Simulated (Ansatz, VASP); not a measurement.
# One calculation of TiC, two programs

File POSCAR:

```
TiC
1.0
    0.0000000000      2.1657188437      2.1657188437
    2.1657188437      0.0000000000      2.1657188437
    2.1657188437      2.1657188437      0.0000000000
Ti C
1 1
Direct
    0.0000000000      0.0000000000      0.0000000000
    0.5000000000      0.5000000000      0.5000000000
```

File INCAR.step1:

```
SYSTEM = TiC
PREC = Accurate
ENCUT = 520
EDIFF = 1E-5
ISMEAR = -1
SIGMA = 0.05
LREAL = .False.
LASPH = .True.
NELM = 100
ALGO = Normal
ISIF = 2
LWAVE = .True.
LCHARG = .False.
GGA = PE
NBANDS = 15
```

INCAR.step2

```
SYSTEM = TiC
PREC = Accurate
ENCUT = 520
EDIFF = 1E-6
ISMEAR = -1
SIGMA = 0.05
LREAL = .False.
LASPH = .True.
NELM = 100
ALGO = Normal
ISIF = 2
LWAVE = .False.
LCHARG = .False.
GGA = PE
LHFCALC = .True.
HFSCREEN = 0.2079
PRECFOCK = Normal
ISTART = 1
NBANDS = 15
```

Contents of KPOINTS:

```
regular mesh
0
Gamma
  6 6 6
  0 0 0
```

Contents of input.yaml:

```yaml
crystal:
  lattice:
    - [0.0, 2.1657188437, 2.1657188437]
    - [2.1657188437, 0.0, 2.1657188437]
    - [2.1657188437, 2.1657188437, 0.0]
  atoms:
    - { symbol: Ti, position: [0.0, 0.0, 0.0] }
    - { symbol: C, position: [0.5, 0.5, 0.5] }
hamiltonian:
  xc: hse06
  pseudopotentials: { kind: paw }
kpoints:
  mp_grid: { grid: [6, 6, 6] }
  band_path:
    path:
      - [[0.0, 0.0, 0.0], [0.5, 0.0, 0.5], [0.5, 0.25, 0.75], [0.375, 0.375, 0.75], [0.0, 0.0, 0.0], [0.5, 0.5, 0.5], [0.625, 0.25, 0.625], [0.5, 0.25, 0.75], [0.5, 0.5, 0.5], [0.375, 0.375, 0.75]]
      - [[0.625, 0.25, 0.625], [0.5, 0.0, 0.5]]
    npoints: 4
scf:
  occupations: { method: fermi_dirac, width: 0.05 }
  n_extra_bands: 6
output:
  forces: true
  stress: true
  eigenvalues: true
  fatbands: false
  write_density: true
  write_potential: true
  elf: true
  volumetric_format: npy
```

Alike in both runs: functional HSE06; k mesh 6 × 6 × 6; occupations fermi-dirac, width 0.05 eV; no spin polarisation.

```csv
,VASP,Ansatz
version,VASP 6.6.1,Ansatz 0.2.0
potentials or method,"VASP PAW PBE potentials, release 64 (Ti_sv, C)",Ansatz PAW
plane-wave cutoff (eV),520,420
valence electrons in the cell,16,16
task,single point,band structure
```

```tsv
	VASP	Ansatz	Ansatz less VASP
gap on the k mesh at the Fermi level (eV)	none	none	-
pressure (GPa)	-4.7	-4.7	+0.04
```

A gap of «none» marks a metal or a gap that the smearing closes.

The k mesh is coarse, so the values compare programs but aren't converged.
